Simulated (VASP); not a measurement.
# Zr3GeTe4 (P-3m1) in VASP: a series of runs, part 3 of 3

VASP 6.6.1. The steps go on from the part before.

**4. Single point, PBE**

This run uses another cell than the first one, of 24.97 Å³/atom.

Contents of INCAR:

```
PREC = Accurate
ENCUT = 520
EDIFF = 1E-7
ISMEAR = 0
SIGMA = 0.1
LREAL = False
LASPH = True
NELM = 100
ALGO = Normal
ISIF = 2
LWAVE = False
LCHARG = False
GGA = PE
NBANDS = 47
```

Contents of KPOINTS:

```
regular mesh
0
Gamma
  12 12 2
```

Contents of POSCAR:

```
Zr3GeTe4
1.0
    3.8072658341      0.0000000000      0.0000000000
   -1.9036329171      3.2971889313      0.0000000000
    0.0000000000      0.0000000000     15.9145302944
Zr Ge Te
3 1 4
Direct
    0.0000000000      0.0000000000      0.5000000000
    0.0000000000      0.0000000000      0.2540518109
    0.0000000000      0.0000000000      0.7459481891
    0.0000000000      0.0000000000      0.0000000000
    0.3333333333      0.6666666667      0.8683302182
    0.3333333333      0.6666666667      0.3775469350
    0.6666666667      0.3333333333      0.1316697818
    0.6666666667      0.3333333333      0.6224530650
```

Potentials or basis: VASP PAW PBE potentials, release 64 (Zr_sv, Ge_d, Te).

Command:

```sh
$ cat potpaw_PBE.64/Zr_sv/POTCAR potpaw_PBE.64/Ge_d/POTCAR potpaw_PBE.64/Te/POTCAR > POTCAR
$ mpirun -np 1 vasp_std > vasp.out
```

OUTCAR:

```text
PREC = Accurate
   ENCUT = 520
   EDIFF = 1E-7
   ISMEAR = 0
   LREAL = False
   LASPH = True
   NELM = 100
   ISIF = 2
   GGA = PE

 ion  position               nearest neighbor table
   1  0.000  0.000  0.500-   6 2.94   8 2.94   8 2.94   6 2.94   8 2.94   6 2.94
   2  0.000  0.000  0.254-   7 2.94   7 2.94   7 2.94   6 2.95   6 2.95   6 2.95
   3  0.000  0.000  0.746-   5 2.94   5 2.94   5 2.94   8 2.95   8 2.95   8 2.95
   4  0.000  0.000  0.000-   5 3.04   7 3.04   7 3.04   5 3.04   7 3.04   5 3.04
   5  0.333  0.667  0.868-   3 2.94   3 2.94   3 2.94   4 3.04   4 3.04   4 3.04
   6  0.333  0.667  0.378-   1 2.94   1 2.94   1 2.94   2 2.95   2 2.95   2 2.95
   7  0.667  0.333  0.132-   2 2.94   2 2.94   2 2.94   4 3.04   4 3.04   4 3.04
   8  0.667  0.333  0.622-   1 2.94   1 2.94   1 2.94   3 2.95   3 2.95   3 2.95

  LATTYP: Found a hexagonal cell.
 ALAT       =     3.8072658341
 C/A-ratio  =     4.1800417906

  Lattice vectors:

 A1 = (   3.8072658341,   0.0000000000,   0.0000000000)
 A2 = (  -1.9036329171,   3.2971889313,   0.0000000000)
 A3 = (   0.0000000000,   0.0000000000,  15.9145302944)

Analysis of symmetry for initial positions (statically):
=====================================================================
 Subroutine PRICEL returns:
 Original cell was already a primitive cell.

 Routine SETGRP: Setting up the symmetry group for a
 hexagonal supercell.

 Subroutine GETGRP returns: Found 12 space group operations
 (whereof 12 operations were pure point group operations)
 out of a pool of 24 trial point group operations.

The static configuration has the point symmetry D_3d.

Analysis of symmetry for dynamics (positions and initial velocities):
=====================================================================
 Subroutine PRICEL returns:
 Original cell was already a primitive cell.

 Routine SETGRP: Setting up the symmetry group for a
 hexagonal supercell.

 Subroutine GETGRP returns: Found 12 space group operations
 (whereof 12 operations were pure point group operations)
 out of a pool of 24 trial point group operations.

The dynamic configuration has the point symmetry D_3d.

 Subroutine INISYM returns: Found 12 space group operations
 (whereof 12 operations are pure point group operations),
 and found     1 'primitive' translations

----------------------------------------------------------------------------------------

                                     Primitive cell

  volume of cell :     199.7795

  direct lattice vectors                    reciprocal lattice vectors
     3.807265834  0.000000000  0.000000000     0.262655681  0.151644328  0.000000000
    -1.903632917  3.297188931  0.000000000     0.000000000  0.303288656  0.000000000
     0.000000000  0.000000000 15.914530294     0.000000000  0.000000000  0.062835659

  length of vectors
     3.807265834  3.807265834 15.914530294     0.303288656  0.303288656  0.062835659

  position of ions in fractional coordinates (direct lattice)
     0.000000000  0.000000000  0.500000000
     0.000000000  0.000000000  0.254051811
     0.000000000  0.000000000  0.745948189
     0.000000000  0.000000000  0.000000000
     0.333333333  0.666666667  0.868330218
     0.333333333  0.666666667  0.377546935
[... 45 lines left out ...]
  0.250000  0.000000  0.000000      6.000000
  0.333333  0.000000  0.000000      6.000000
  0.416667  0.000000  0.000000      6.000000
[... 16 lines left out ...]
  0.250000  0.000000  0.500000      6.000000
  0.333333  0.000000  0.500000      6.000000
 [... further k-points ...]
   k-points           NKPTS =     38   k-points in BZ     NKDIM =     38   number of bands    NBANDS=     47
   number of dos      NEDOS =    301   number of ions     NIONS =      8
   total plane-waves  NPLWV =  94080
   dimension x,y,z NGX =    28 NGY =   28 NGZ =  120
   dimension x,y,z NGXF=    56 NGYF=   56 NGZF=  240
   ions per type =               3   1   4
   NGX,Y,Z   is equivalent  to a cutoff of  12.23, 12.23, 12.54 a.u.
   NGXF,Y,Z  is equivalent  to a cutoff of  24.45, 24.45, 25.07 a.u.
 SYSTEM =  unknown system
   PREC   = accura    normal or accurate (medium, high low for compatibility)
   ISTART =      0    job   : 0-new  1-cont  2-samecut
   ICHARG =      2    charge: 1-file 2-atom 10-const
   ISPIN  =      1    spin polarized calculation?
   LNONCOLLINEAR =      F non collinear calculations
   LSORBIT =      F    spin-orbit coupling
   LASPH  =      T    aspherical Exc in radial PAW
   ENCUT  =  520.0 eV  38.22 Ry    6.18 a.u.   7.08  7.08 29.59*2*pi/ulx,y,z
   NELM   =    100;   NELMIN=  2; NELMDL= -5     # of ELM steps
   EDIFF  = 0.1E-06   stopping-criterion for ELM
   LREAL  =      F    real-space projection
   EDIFFG = 0.1E-05   stopping-criterion for IOM
   NSW    =      0    number of steps for IOM
   IBRION =     -1    ionic relax: 0-MD 1-quasi-New 2-CG
   NFREE  =      0    steps in history (QN), initial steepest desc. (CG)
   ISIF   =      2    stress and relaxation
   ISYM   =      2    0-nonsym 1-usesym 2-fastsym
   POTIM  = 0.5000    time-step for ionic-motion
   TEBEG  =    0.0;   TEEND  =   0.0 temperature during run
   PSTRESS=    0.0 pullay stress
   NELECT =      74.0000    total number of electrons
   NUPDOWN=      -1.0000    fix difference up-down
   EMIN   =  10.00;   EMAX   =-10.00  energy-range for DOS
   EFERMI =   0.00;   METHOD = LEGACY
   ISMEAR =     0;   SIGMA  =   0.10  broadening in eV -4-tet -1-fermi 0-gaus
   EFERMI_NEDOS =   21; number of points for ismear=-14 and -15
   IALGO  =     38    algorithm
   IMIX   =      4    mixing-type and parameters
     AMIX     =   0.40;   BMIX     =  1.00
     AMIX_MAG =   1.60;   BMIX_MAG =  1.00
  volume/ion in A,a.u.               =      24.97       168.52
  Fermi-wavevector in a.u.,A,eV,Ry     =   1.175714  2.221778 18.807388  1.382304
  Thomas-Fermi vector in A             =   2.312090
   LORBIT       =      0    0 simple, 1 ext, 2 COOP (PROOUT), +10 PAW based schemes
   GGA     = PE    functional components
   LHFCALC =     F    Hartree Fock is set to
   AEXX    =    0.0000 exact exchange contribution
   IVDW    =     0    specifies the selected vdW correction
   LEPSILON=     F    determine dielectric tensor
   LRPA    =     F    only Hartree local field effects (RPA)
 non-spin polarized calculation
 Gauss-broadening in eV      SIGMA  =   0.10
  energy-cutoff  :      520.00
  volume of cell :      199.78
 maximum number of plane-waves:      5408
   NGX = 15   NGY = 15   NGZ = 59

 number of electron      73.9999986 magnetization

 Free energy of the ion-electron system (eV)
  ---------------------------------------------------
  ext. energy  EPLUGINS =         0.00000000
  ---------------------------------------------------
  free energy    TOTEN  =       -47.54086153 eV

  energy without entropy =      -47.52689339  energy(sigma->0) =      -47.53387746

 E-fermi :   8.8297     XC(G=0): -10.5083

 val. band max:        8.8276089600   @ k =   0.2500   0.2500   0.0000
 cond. band min:       8.8349000253   @ k =   0.0833   0.0000   0.5000
 fundamental gap:      0.0072910653
 Fermi energy:         8.8296881699

 k-point     1 :       0.0000    0.0000    0.0000
  band No.  band energies     occupation
      1     -40.7053      2.00000
      2     -40.7050      2.00000
      3     -40.6965      2.00000
      4     -18.8685      2.00000
      5     -18.8269      2.00000
      6     -18.7893      2.00000
[... 1189 lines left out ...]
     46      11.0960      0.00000
     47      11.3747      0.00000

 [... further k-points ...]

------------------------ aborting loop because EDIFF is reached ----------------------------------------

  FORCE on cell =-STRESS in cart. coord.  units (eV):
  Direction    XX          YY          ZZ          XY          YZ          ZX
  --------------------------------------------------------------------------------------
  -------------------------------------------------------------------------------------
  Total        0.0015928      0.0015928      0.0356245     -0.0000000      0.0000000      0.0000000
  in kB        0.0127736      0.0127736      0.2856990     -0.0000000      0.0000000      0.0000000
  external PRESSURE =       0.1037487 kB  Pullay stress =       0.0000000 kB

 VOLUME and BASIS-vectors are now :
 -----------------------------------------------------------------------------
  energy-cutoff  :      520.00
  volume of cell :      199.78
      direct lattice vectors                 reciprocal lattice vectors
     3.807265834  0.000000000  0.000000000     0.262655681  0.151644328  0.000000000
    -1.903632917  3.297188931  0.000000000     0.000000000  0.303288656  0.000000000
     0.000000000  0.000000000 15.914530294     0.000000000  0.000000000  0.062835659

 POSITION                                       TOTAL-FORCE (eV/Angst)
 -----------------------------------------------------------------------------------
      0.00000      0.00000      7.95727         0.000000      0.000000      0.000000
      0.00000      0.00000      4.04312        -0.000000      0.000000     -0.003280
      0.00000      0.00000     11.87142         0.000000     -0.000000      0.003280
      0.00000      0.00000      0.00000         0.000000      0.000000      0.000000
     -0.00000      2.19813     13.81907        -0.000000      0.000000      0.002850
     -0.00000      2.19813      6.00848         0.000000     -0.000000      0.000692
      1.90363      1.09906      2.09546        -0.000000      0.000000     -0.002850
      1.90363      1.09906      9.90605         0.000000      0.000000     -0.000692
 -----------------------------------------------------------------------------------
    total drift:                               -0.000000      0.000000      0.000000

  FREE ENERGIE OF THE ION-ELECTRON SYSTEM (eV)
  ---------------------------------------------------
  free  energy   TOTEN  =       -47.5408615264 eV

  energy  without entropy=      -47.5268933917  energy(sigma->0) =      -47.53387746
```

Run time: 4.2 min. Hardware: 1 thread of Intel Xeon 6975P-C (Granite Rapids), shared host; peak memory 0.49 GiB.

What came out:

```
Free energy            : -47.5409 eV
Pressure               : 0.0 GPa
Largest force          : 0.003 eV/Å
Band gap on the k mesh : zero (bands 37 and 38 overlap by 0.56 eV)
```

Forces on the atoms (eV/Å):
```
Zr   0.000  0.000  0.000
Zr   0.000  0.000 -0.003
Zr   0.000  0.000  0.003
Ge   0.000  0.000  0.000
Te   0.000  0.000  0.003
Te   0.000  0.000  0.001
Te   0.000  0.000 -0.003
Te   0.000  0.000 -0.001
```

Levels at points of the mesh, in eV from the Fermi level:
```
           k point  band 34  band 35  band 36  band 37  band 38  band 39  band 40  band 41
(0.00, 0.00, 0.00)    -0.59    -0.39    -0.17     0.30     0.30     0.52     0.52     0.67
(0.50, 0.00, 0.00)    -2.04    -1.57    -1.53    -0.89     0.72     1.03     1.04     1.41
(0.00, 0.00, 0.50)    -0.45    -0.45     0.22     0.29     0.29     0.48     0.48     0.58
(0.50, 0.00, 0.50)    -1.79    -1.77    -1.27    -1.04     0.65     0.89     1.02     1.94
```

Caveat: spin-orbit coupling is left out, which moves the levels of the heavy elements.

**5. The runs side by side**

```tsv
task	cell	k mesh	cutoff (eV)	smearing	gap on the mesh (eV)	pressure (GPa)	largest force (eV/Å)
single point	a = 3.832, b = 3.832, c = 15.759 Å, angles 90.0, 90.0, 120.0°, 8 atoms, atomic positions A	4 × 4 × 2	520	gaussian 0.2 eV	none	0.2	0.06
relaxation of cell and atoms	relaxed from a = 4.358, b = 4.358, c = 12.465 Å, angles 90.0, 90.0, 120.0°, 8 atoms, atomic positions B	4 × 4 × 2	600	gaussian 0.2 eV	none	0.1	0.04
single point	a = 3.807, b = 3.807, c = 15.915 Å, angles 90.0, 90.0, 120.0°, 8 atoms, atomic positions A	12 × 12 × 2	520	gaussian 0.1 eV	none	0.0	-
```

Alike in all rows: level PBE; potentials or basis VASP PAW PBE potentials, release 64 (Zr_sv, Ge_d, Te); no spin polarisation.

Caveats: some runs use coarse meshes; spin-orbit coupling is left out, which moves the levels of the heavy elements; a cell axis changed by over 15 % at a fixed basis, so the end point is rough (at least some runs); the relaxation stopped at a loose force limit of 0.08 eV/Å, so its end isn't a converged minimum (at least some runs).

Total energies depend on the potentials used, so only differences within one code and one set of settings carry meaning.
